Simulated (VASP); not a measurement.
# Ta16C (a cell with a defect) in VASP: a series of runs

Ta16C (a cell with a defect) is run at these levels: PBE+D3(BJ); tasks: single point.

Everything below comes from runs of VASP 6.6.1. Logs are shortened: lines on timing, memory, paths and dates and some standing lists are left out, and cuts for length are marked.

## (1) The cell of the first run

The cell holds a defect, 17 atoms: a = 6.620 Å, b = 6.620 Å, c = 6.620 Å, α = 90.00°, β = 90.00°, γ = 90.00°.

## (2) Single point, PBE+D3(BJ)

Contents of INCAR:

```
PREC = Accurate
ENCUT = 520
EDIFF = 1E-7
ISMEAR = 0
SIGMA = 0.05
LREAL = Auto
LASPH = True
NELM = 100
ALGO = Normal
ISIF = 2
LWAVE = False
LCHARG = True
GGA = PE
IVDW = 12
LELF = True
LVHAR = True
NBANDS = 104
```

Contents of KPOINTS:

```
regular mesh
0
Gamma
  3 3 3
```

Contents of POSCAR:

```
Ta16C
1.0
    6.6200000000      0.0000000000      0.0000000000
    0.0000000000      6.6200000000      0.0000000000
    0.0000000000      0.0000000000      6.6200000000
Ta C
16 1
Direct
   -0.0060235650     -0.0000114804     -0.0004658610
    0.5060134441      0.0305635952     -0.0003527190
   -0.0060425982      0.4942052870     -0.0004637462
   -0.0109190332     -0.0021438066      0.4996487915
    0.2436475831      0.2470995468      0.2513206949
    0.5060296073      0.4635817221     -0.0003525680
    0.4958229607     -0.0021149547      0.4995699396
    0.7563077039      0.2470842900      0.2574903323
   -0.0109480363      0.4963561934      0.4996490937
    0.2382225076      0.7470838369      0.2659055891
    0.2437283988      0.2471018127      0.7478536254
    0.4958335347      0.4963066465      0.4995731118
    0.7416427492      0.7471078550      0.2498256798
    0.7561527190      0.2470847432      0.7416046828
    0.2382312689      0.7470841390      0.7333341390
    0.7415617825      0.7471099698      0.7493460725
    0.4026814199      0.7470688822     -0.0001996979
```

Potentials or basis: VASP PAW PBE potentials, release 64 (Ta_pv, C).

Started as:

```
cat potpaw_PBE.64/Ta_pv/POTCAR potpaw_PBE.64/C/POTCAR > POTCAR
mpirun -np 1 vasp_std > vasp.out
```

OUTCAR:

```text
PREC = Accurate
   ENCUT = 520
   EDIFF = 1E-7
   ISMEAR = 0
   LREAL = Auto
   LASPH = True
   NELM = 100
   ISIF = 2
   GGA = PE
   IVDW = 12
 IVDW          = 12

 ion  position               nearest neighbor table
   1  0.994  1.000  1.000-   8 2.84  14 2.84  11 2.86   5 2.86  16 2.89  13 2.89  15 2.92  10 2.92
                             2 3.24   3 3.27   4 3.31   4 3.31   3 3.35   2 3.40
   2  0.506  0.031  1.000-  17 2.00   8 2.78  14 2.78   5 2.80  11 2.80   6 2.87  13 2.95  16 2.95
                            10 3.13  15 3.13   1 3.24   7 3.32   7 3.32   1 3.40
   3  0.994  0.494  1.000-   8 2.84  14 2.84  11 2.86   5 2.86  16 2.89  13 2.89  15 2.92  10 2.92
                             6 3.24   1 3.27   9 3.31   9 3.31   1 3.35   6 3.40
   4  0.989  0.998  0.500-  14 2.77   8 2.77  15 2.81  10 2.81  16 2.86  13 2.86  11 2.87   5 2.87
                             7 3.27   9 3.30   1 3.31   1 3.31   9 3.32   7 3.35
   5  0.244  0.247  0.251-   6 2.80   2 2.80   1 2.86   3 2.86   7 2.87  12 2.87   4 2.87   9 2.88
                             8 3.23  11 3.29  10 3.31  10 3.31  11 3.33   8 3.39
   6  0.506  0.464  1.000-  17 2.00   8 2.78  14 2.78   5 2.80  11 2.80   2 2.87  13 2.95  16 2.95
                            10 3.13  15 3.13   3 3.24  12 3.32  12 3.32   3 3.40
   7  0.496  0.998  0.500-  10 2.84  15 2.84  16 2.85  13 2.85  11 2.87   5 2.87  14 2.87   8 2.87
                             4 3.27  12 3.30   2 3.32   2 3.32  12 3.32   4 3.35
   8  0.756  0.247  0.257-   4 2.77   9 2.77   6 2.78   2 2.78   1 2.84   3 2.84   7 2.87  12 2.87
                            14 3.20   5 3.23  13 3.31  13 3.31   5 3.39  14 3.42
   9  0.989  0.496  0.500-  14 2.77   8 2.77  15 2.81  10 2.81  16 2.86  13 2.86  11 2.87   5 2.88
                            12 3.27   4 3.30   3 3.31   3 3.31   4 3.32  12 3.35
  10  0.238  0.747  0.266-  17 2.07   9 2.81   4 2.81  12 2.84   7 2.84   3 2.92   1 2.92  15 3.09
                             2 3.13   6 3.13  13 3.29   5 3.31   5 3.31  13 3.33  15 3.53
  11  0.244  0.247  0.748-   6 2.80   2 2.80   1 2.86   3 2.86  12 2.87   7 2.87   4 2.87   9 2.87
                            14 3.23   5 3.29  15 3.31  15 3.31   5 3.33  14 3.39
  12  0.496  0.496  0.500-  10 2.84  15 2.84  16 2.85  13 2.85  11 2.87   5 2.87  14 2.87   8 2.87
                             9 3.27   7 3.30   6 3.32   6 3.32   7 3.32   9 3.35
  13  0.742  0.747  0.250-  17 2.79   7 2.85  12 2.85   9 2.86   4 2.86   1 2.89   3 2.89   2 2.95
                             6 2.95  10 3.29  16 3.31   8 3.31   8 3.31  16 3.31  10 3.33
  14  0.756  0.247  0.742-   4 2.77   9 2.77   6 2.78   2 2.78   1 2.84   3 2.84   7 2.87  12 2.87
                             8 3.20  11 3.23  16 3.31  16 3.31  11 3.39   8 3.42
  15  0.238  0.747  0.733-  17 2.07   9 2.81   4 2.81  12 2.84   7 2.84   3 2.92   1 2.92  10 3.09
                             2 3.13   6 3.13  16 3.29  11 3.31  11 3.31  16 3.33  10 3.53
  16  0.742  0.747  0.749-  17 2.79   7 2.85  12 2.85   9 2.86   4 2.86   1 2.89   3 2.89   2 2.95
                             6 2.95  15 3.29  13 3.31  14 3.31  14 3.31  13 3.31  15 3.33
  17  0.403  0.747  1.000-   6 2.00   2 2.00  10 2.07  15 2.07  13 2.79  16 2.79

  LATTYP: Found a simple cubic cell.
 ALAT       =     6.6200000000

  Lattice vectors:

 A1 = (   6.6200000000,   0.0000000000,   0.0000000000)
 A2 = (   0.0000000000,   6.6200000000,   0.0000000000)
 A3 = (   0.0000000000,   0.0000000000,   6.6200000000)

Analysis of symmetry for initial positions (statically):
=====================================================================
 Subroutine PRICEL returns:
 Original cell was already a primitive cell.

 Routine SETGRP: Setting up the symmetry group for a
 simple cubic supercell.

 Subroutine GETGRP returns: Found  1 space group operations
 (whereof  1 operations were pure point group operations)
 out of a pool of 48 trial point group operations.

The static configuration has the point symmetry C_1 .

Analysis of symmetry for dynamics (positions and initial velocities):
=====================================================================
 Subroutine PRICEL returns:
 Original cell was already a primitive cell.

 Routine SETGRP: Setting up the symmetry group for a
 simple cubic supercell.

 Subroutine GETGRP returns: Found  1 space group operations
 (whereof  1 operations were pure point group operations)
 out of a pool of 48 trial point group operations.

The dynamic configuration has the point symmetry C_1 .

 Subroutine INISYM returns: Found  1 space group operations
 (whereof  1 operations are pure point group operations),
 and found     1 'primitive' translations

----------------------------------------------------------------------------------------

                                     Primitive cell

  volume of cell :     290.1175

  direct lattice vectors                    reciprocal lattice vectors
     6.620000000  0.000000000  0.000000000     0.151057402  0.000000000  0.000000000
     0.000000000  6.620000000  0.000000000     0.000000000  0.151057402  0.000000000
     0.000000000  0.000000000  6.620000000     0.000000000  0.000000000  0.151057402

  length of vectors
     6.620000000  6.620000000  6.620000000     0.151057402  0.151057402  0.151057402

  position of ions in fractional coordinates (direct lattice)
     0.993976435  0.999988520  0.999534139
     0.506013444  0.030563595  0.999647281
     0.993957402  0.494205287  0.999536254
     0.989080967  0.997856193  0.499648792
     0.243647583  0.247099547  0.251320695
     0.506029607  0.463581722  0.999647432
[... 9 lines left out ...]
     0.741561782  0.747109970  0.749346073
     0.402681420  0.747068882  0.999800302

  ion indices of the primitive-cell ions
   primitive index   ion index
                 1           1
                 2           2
                 3           3
                 4           4
                 5           5
                 6           6
[... 9 lines left out ...]
                16          16
                17          17

----------------------------------------------------------------------------------------

 KPOINTS: regular mesh

Automatic generation of k-mesh.
 Grid dimensions read from file:
 generate k-points for:    3    3    3

 Generating k-lattice:

  Cartesian coordinates                     Fractional coordinates (reciprocal lattice)
     0.050352467  0.000000000  0.000000000     0.333333333  0.000000000  0.000000000
     0.000000000  0.050352467  0.000000000     0.000000000  0.333333333  0.000000000
     0.000000000  0.000000000  0.050352467     0.000000000  0.000000000  0.333333333

  Length of vectors
     0.050352467  0.050352467  0.050352467

  Shift w.r.t. Gamma in fractional coordinates (k-lattice)
     0.000000000  0.000000000  0.000000000

 Subroutine IBZKPT returns following result:
 ===========================================

 Found     14 irreducible k-points:

 Following reciprocal coordinates:
            Coordinates               Weight
  0.000000  0.000000  0.000000      1.000000
  0.333333  0.000000  0.000000      2.000000
  0.000000  0.333333  0.000000      2.000000
  0.000000  0.000000  0.333333      2.000000
  0.333333  0.333333  0.000000      2.000000
  0.000000  0.333333  0.333333      2.000000
  0.333333  0.000000  0.333333      2.000000
 -0.333333  0.333333  0.000000      2.000000
 -0.333333  0.000000  0.333333      2.000000
  0.000000 -0.333333  0.333333      2.000000
  0.333333  0.333333  0.333333      2.000000
 -0.333333  0.333333  0.333333      2.000000
 -0.333333 -0.333333  0.333333      2.000000
  0.333333 -0.333333  0.333333      2.000000
   k-points           NKPTS =     14   k-points in BZ     NKDIM =     14   number of bands    NBANDS=    104
   number of dos      NEDOS =    301   number of ions     NIONS =     17
   total plane-waves  NPLWV = 125000
   dimension x,y,z NGX =    50 NGY =   50 NGZ =   50
   dimension x,y,z NGXF=   100 NGYF=  100 NGZF=  100
   ions per type =              16   1
   NGX,Y,Z   is equivalent  to a cutoff of  12.56, 12.56, 12.56 a.u.
   NGXF,Y,Z  is equivalent  to a cutoff of  25.11, 25.11, 25.11 a.u.
 SYSTEM =  unknown system
   PREC   = accura    normal or accurate (medium, high low for compatibility)
   ISTART =      0    job   : 0-new  1-cont  2-samecut
   ICHARG =      2    charge: 1-file 2-atom 10-const
   ISPIN  =      1    spin polarized calculation?
   LNONCOLLINEAR =      F non collinear calculations
   LSORBIT =      F    spin-orbit coupling
   LASPH  =      T    aspherical Exc in radial PAW
   ENCUT  =  520.0 eV  38.22 Ry    6.18 a.u.  12.31 12.31 12.31*2*pi/ulx,y,z
   NELM   =    100;   NELMIN=  2; NELMDL= -5     # of ELM steps
   EDIFF  = 0.1E-06   stopping-criterion for ELM
   LREAL  =      T    real-space projection
   EDIFFG = 0.1E-05   stopping-criterion for IOM
   NSW    =      0    number of steps for IOM
   IBRION =     -1    ionic relax: 0-MD 1-quasi-New 2-CG
   NFREE  =      0    steps in history (QN), initial steepest desc. (CG)
   ISIF   =      2    stress and relaxation
   ISYM   =      2    0-nonsym 1-usesym 2-fastsym
   POTIM  = 0.5000    time-step for ionic-motion
   TEBEG  =    0.0;   TEEND  =   0.0 temperature during run
   PSTRESS=    0.0 pullay stress
   NELECT =     180.0000    total number of electrons
   NUPDOWN=      -1.0000    fix difference up-down
   EMIN   =  10.00;   EMAX   =-10.00  energy-range for DOS
   EFERMI =   0.00;   METHOD = LEGACY
   ISMEAR =     0;   SIGMA  =   0.05  broadening in eV -4-tet -1-fermi 0-gaus
   EFERMI_NEDOS =   21; number of points for ismear=-14 and -15
   IALGO  =     38    algorithm
   IMIX   =      4    mixing-type and parameters
     AMIX     =   0.40;   BMIX     =  1.00
     AMIX_MAG =   1.60;   BMIX_MAG =  1.00
  volume/ion in A,a.u.               =      17.07       115.17
  Fermi-wavevector in a.u.,A,eV,Ry     =   1.396286  2.638598 26.526112  1.949614
  Thomas-Fermi vector in A             =   2.519655
   LORBIT       =      0    0 simple, 1 ext, 2 COOP (PROOUT), +10 PAW based schemes
   GGA     = PE    functional components
   LHFCALC =     F    Hartree Fock is set to
   AEXX    =    0.0000 exact exchange contribution
   IVDW    =    12    specifies the selected vdW correction
   LEPSILON=     F    determine dielectric tensor
   LRPA    =     F    only Hartree local field effects (RPA)
 non-spin polarized calculation
 Gauss-broadening in eV      SIGMA  =   0.05
  energy-cutoff  :      520.00
  volume of cell :      290.12
 maximum number of plane-waves:      7820
 NGX is ok and might be reduce to    50
   NGX = 25   NGY = 25   NGZ = 25

 number of electron     179.9999997 magnetization

 Free energy of the ion-electron system (eV)
  ---------------------------------------------------
  ext. energy  EPLUGINS =         0.00000000
  ---------------------------------------------------
  free energy    TOTEN  =      -197.36354882 eV

  energy without entropy =     -197.33760226  energy(sigma->0) =     -197.35057554

 E-fermi :   5.6714     XC(G=0): -12.6898

 val. band max:        5.6571612594   @ k =  -0.3333   0.0000   0.3333
 cond. band min:       5.6828080251   @ k =   0.0000   0.3333   0.3333
 fundamental gap:      0.0256467658
 Fermi energy:         5.6713840535

 k-point     1 :       0.0000    0.0000    0.0000
  band No.  band energies     occupation
      1     -28.7122      2.00000
      2     -28.6000      2.00000
      3     -28.5867      2.00000
      4     -28.5735      2.00000
      5     -28.5621      2.00000
      6     -28.5570      2.00000
[... 94 lines left out ...]
    101       7.3726      0.00000
    102       7.4505      0.00000

 k-point     2 :       0.3333    0.0000    0.0000
  band No.  band energies     occupation
      1     -28.6360      2.00000
      2     -28.5230      2.00000
      3     -28.4961      2.00000
      4     -28.4909      2.00000
      5     -28.4867      2.00000
      6     -28.4789      2.00000
[... 1354 lines left out ...]
    101       8.5174      0.00000
    102       8.5936      0.00000
 [bands above 102 left out]

------------------------ aborting loop because EDIFF is reached ----------------------------------------

 Edisp (eV)  -10.94172

 E8    (eV) :    -5.6825

  FORCE on cell =-STRESS in cart. coord.  units (eV):
  Direction    XX          YY          ZZ          XY          YZ          ZX
  --------------------------------------------------------------------------------------
  -------------------------------------------------------------------------------------
  Total      -0.91313    10.01980     4.19650     0.00181     0.00127    -0.02157
  in kB      -5.04278    55.33443    23.17524     0.00998     0.00701    -0.11911
  external pressure =       24.49 kB  Pullay stress =        0.00 kB

 VOLUME and BASIS-vectors are now :
 -----------------------------------------------------------------------------
  energy-cutoff  :      520.00
  volume of cell :      290.12
      direct lattice vectors                 reciprocal lattice vectors
     6.620000000  0.000000000  0.000000000     0.151057402  0.000000000  0.000000000
     0.000000000  6.620000000  0.000000000     0.000000000  0.151057402  0.000000000
     0.000000000  0.000000000  6.620000000     0.000000000  0.000000000  0.151057402

 POSITION                                       TOTAL-FORCE (eV/Angst)
 -----------------------------------------------------------------------------------
      6.58012      6.61992      6.61692        -0.095050     -0.003437      0.001643
      3.34981      0.20233      6.61767        -0.035354      0.257697     -0.003102
      6.58000      3.27164      6.61693        -0.094494      0.004697      0.000745
      6.54772      6.60581      3.30767        -0.004829     -0.097562     -0.001593
      1.61295      1.63580      1.66374        -0.085209     -0.000698      0.033639
      3.34992      3.06891      6.61767        -0.036936     -0.256972     -0.003479
[... 9 lines left out ...]
      4.90914      4.94587      4.96067        -0.135707     -0.001388      0.066570
      2.66575      4.94560      6.61868         0.760924      0.001358     -0.018088
 -----------------------------------------------------------------------------------
    total drift:                                0.010564     -0.002817      0.004126

  FREE ENERGIE OF THE ION-ELECTRON SYSTEM (eV)
  ---------------------------------------------------
  free  energy   TOTEN  =      -208.3052643276 eV

  energy  without entropy=     -208.2793177667  energy(sigma->0) =     -208.29229105
```

It took 8.1 min on 1 thread of Intel Xeon 6975P-C (Granite Rapids), shared host; peak memory 0.51 GiB.

What came out:

- Free energy: -208.3053 eV
- Pressure: 2.4 GPa
- Largest force: 0.761 eV/Å
- Band gap on the k mesh: zero (bands 90 and 91 overlap by 1.38 eV)
- Dispersion energy per atom: -0.644 eV

Forces in eV/Å, atoms in the order of the input:
```
Ta  -0.095 -0.003  0.002
Ta  -0.035  0.258 -0.003
Ta  -0.094  0.005  0.001
Ta  -0.005 -0.098 -0.002
Ta  -0.085 -0.001  0.034
Ta  -0.037 -0.257 -0.003
Ta  -0.047  0.006  0.000
Ta   0.010 -0.001  0.088
Ta  -0.004  0.098 -0.002
Ta   0.007  0.000 -0.182
Ta  -0.089 -0.001 -0.031
Ta  -0.048 -0.004  0.000
Ta  -0.138 -0.001 -0.066
Ta   0.017 -0.001 -0.082
Ta   0.018  0.000  0.197
Ta  -0.136 -0.001  0.067
C    0.761  0.001 -0.018
```

Stress tensor (GPa, compression positive):
```
-0.50  0.00 -0.01
 0.00  5.53  0.00
-0.01  0.00  2.32
```

Caveat: spin-orbit coupling is left out, which moves the levels of the heavy elements.

## (3) Single point, PBE+D3(BJ)

Contents of INCAR:

```
ALGO = Normal ; EDIFF = 1E-6
ENCUT = 520 ; GGA = PE
ISIF = 2 ; ISMEAR = 0
IVDW = 12 ; LASPH = True
LCHARG = False ; LREAL = Auto
LWAVE = False ; NBANDS = 104
NELM = 100 ; PREC = Accurate
SIGMA = 0.05
```

Contents of KPOINTS:

```
k-points
0
Gamma
  3 3 3
```

Contents of POSCAR:

```
Ta16C
1.0
    6.6200000000      0.0000000000      0.0000000000
    0.0000000000      6.6200000000      0.0000000000
    0.0000000000      0.0000000000      6.6200000000
Ta C
16 1
Direct
   -0.0078407855      0.0007995468     -0.0005157100
    0.4992429003      0.0444975831     -0.0004009063
   -0.0078635952      0.4967685801     -0.0005131420
   -0.0084679758     -0.0084303625      0.4996152568
    0.2362222054      0.2487966767      0.2580157100
    0.4992626888      0.4530391239     -0.0003990937
    0.4936105740      0.0003645015      0.4995273414
    0.7582595166      0.2487753776      0.2616356495
   -0.0084975831      0.5060214502      0.4996175227
    0.2456306647      0.7487744713      0.2491318731
    0.2362936556      0.2487965257      0.7409927492
    0.4936300604      0.4972181269      0.4995288520
    0.7334975831      0.7487986405      0.2415607251
    0.7580971299      0.2487797583      0.7373228097
    0.2457814199      0.7487741692      0.7502045317
    0.7334000000      0.7488000000      0.7575725076
    0.4629667674      0.7487678248     -0.0003249245
```

Potentials or basis: VASP PAW PBE potentials, release 64 (Ta_pv, C).

Started as:

```
cat potpaw_PBE.64/Ta_pv/POTCAR potpaw_PBE.64/C/POTCAR > POTCAR
mpirun -np 1 vasp_std > vasp.out
```

Wall time 7.4 min (1 thread of Intel Xeon 6975P-C (Granite Rapids), shared host); peak memory 0.51 GiB.

It converged, with:

```
Free energy                : -208.9962 eV
Pressure                   : 2.3 GPa
Largest force              : 1.071 eV/Å
Band gap on the k mesh     : zero (bands 90 and 91 overlap by 1.39 eV)
Dispersion energy per atom : -0.644 eV
```

Forces on the atoms (eV/Å):
```
Ta  -0.043 -0.024  0.004
Ta  -0.188  0.218 -0.002
Ta  -0.041  0.023  0.003
Ta   0.017 -0.160 -0.002
Ta  -0.197  0.000  0.155
Ta  -0.188 -0.217 -0.003
Ta  -0.080  0.014  0.002
Ta  -0.019 -0.001  0.056
Ta   0.017  0.159 -0.003
Ta   0.116  0.000 -0.301
Ta  -0.198  0.000 -0.148
Ta  -0.081 -0.016  0.000
Ta  -0.139 -0.001 -0.131
Ta  -0.017 -0.001 -0.049
Ta   0.106  0.001  0.287
Ta  -0.136 -0.002  0.132
C    1.071  0.007 -0.001
```

Stress tensor (GPa, compression positive):
```
-1.14  0.00  0.00
 0.00  8.58  0.00
 0.00  0.00 -0.65
```

Levels at points of the mesh, in eV from the Fermi level:
```csv
k point,band 89,band 90,band 91,band 92,band 93,band 94
"(0.00, 0.00, 0.00)",0.98,0.99,0.99,1.01,1.07,1.19
```

Caveat: spin-orbit coupling is left out, which moves the levels of the heavy elements.

(Part 1 of 3 ends here.)
